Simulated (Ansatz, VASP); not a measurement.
**One calculation of Sr, two programs**

```xyz
2
Lattice="4.3100 0.0000 0.0000 -2.1550 3.7326 0.0000 0.0000 0.0000 7.0500" Properties=species:S:1:pos:R:3 pbc="T T T"
Sr    0.0000    2.4884    1.7625
Sr    2.1550    1.2442    5.2875
```

Alike in both runs: task relaxation of cell and atoms; functional PBEsol; k mesh 10 × 10 × 6; occupations fermi-dirac, width 0.08 eV; no spin polarisation.

```csv
,VASP,Ansatz
version,VASP 6.6.1,Ansatz 0.2.0
potentials or method,"VASP PAW PBE potentials, release 64 (Sr_sv)","PAW with Ansatz's default frozen-core files, scalar-relativistic"
plane-wave cutoff (eV),600,420
valence electrons in the cell,20,20
```

VASP gave:

| Property | Result |
| --- | --- |
| relaxed volume (Å³/atom) | 52.42 |
| relaxed cell length with the largest relative difference (Å) | 4.192 |

Problem. Estimate Ansatz's values.

Solution. Relaxed volume (Å³/atom): 52.38; relaxed cell length with the largest relative difference (Å): 4.190.

VASP's potentials were made for PBE, not for PBEsol.
